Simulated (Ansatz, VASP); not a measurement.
Given: the input of a run of VASP 6.6.1 on Na.

File INCAR:

```
SYSTEM = Na
  ALGO = Normal
  EDIFF = 1E-6
  ENCUT = 520
  GGA = CA
  ISIF = 2
  ISMEAR = -1
  LASPH = .True.
  LCHARG = .True.
  LELF = .True.
  LREAL = .False.
  LVHAR = .True.
  LWAVE = .False.
  NBANDS = 22
  NELM = 100
  PREC = Accurate
  SIGMA = 0.05
```

KPOINTS

```
k-points
0
Gamma
  8 8 3
  0 0 0
```

The input POSCAR:

```
Na
1.0
    3.7490779570      0.0000000000      0.0000000000
   -1.8745389785      3.2467967515      0.0000000000
    0.0000000000      0.0000000000     12.7023052170
Na
4
Direct
    0.6666666667      0.3333333333      0.7500000000
    0.0000000000      0.0000000000      0.5000000000
    0.3333333333      0.6666666667      0.2500000000
    0.0000000000      0.0000000000      0.0000000000
```

Potentials or basis: VASP PAW LDA potentials, release 64 (Na_pv).

Run with:

```console
$ cat potpaw_LDA.64/Na_pv/POTCAR > POTCAR
$ mpirun -np 1 vasp_std > vasp.out
```

**Question.** Set up the same calculation for Ansatz 0.2.0. Potentials there: all-electron LAPW, scalar-relativistic.

**Answer.** As run (the cutoff follows the program's own potentials):

Contents of input.yaml:

```yaml
crystal:
  lattice:
    - [3.749077957, 0.0, 0.0]
    - [-1.8745389785, 3.2467967515, 0.0]
    - [0.0, 0.0, 12.702305217]
  atoms:
    - { symbol: Na, position: [0.6666666667, 0.3333333333, 0.75] }
    - { symbol: Na, position: [0.0, 0.0, 0.5] }
    - { symbol: Na, position: [0.3333333333, 0.6666666667, 0.25] }
    - { symbol: Na, position: [0.0, 0.0, 0.0] }
kpoints:
  mp_grid: { grid: [8, 8, 3] }
scf:
  occupations: { method: fermi_dirac, width: 0.05 }
hamiltonian:
  xc: lda
  pseudopotentials: { kind: all_electron, lapw: { basis_error: 0.002 } }
output:
  forces: true
  stress: true
  eigenvalues: true
```

Potentials or basis: all-electron LAPW, scalar-relativistic.

Launch:

```bash
$ ansatz run input.yaml --threads 2 --pin off --max-ram 8192MiB --backend cpu --events-out ev --progress --plain --runs-dir out
```

Both were run:

|  | VASP | Ansatz | Ansatz less VASP |
| --- | --- | --- | --- |
| gap on the k mesh at the Fermi level (eV) | none | none | - |
| pressure (GPa) | -1.0 | -1.0 | +0.01 |
| traceless stress, the component that is largest in VASP (GPa) | -0.57 | -0.56 | +0.002 |

LDA's correlation is that of Perdew and Zunger in VASP and of Perdew and Wang (1992) in Ansatz. A gap of «none» marks a metal or a gap that the smearing closes. Ansatz ran all-electron here, and VASP with PAW potentials.
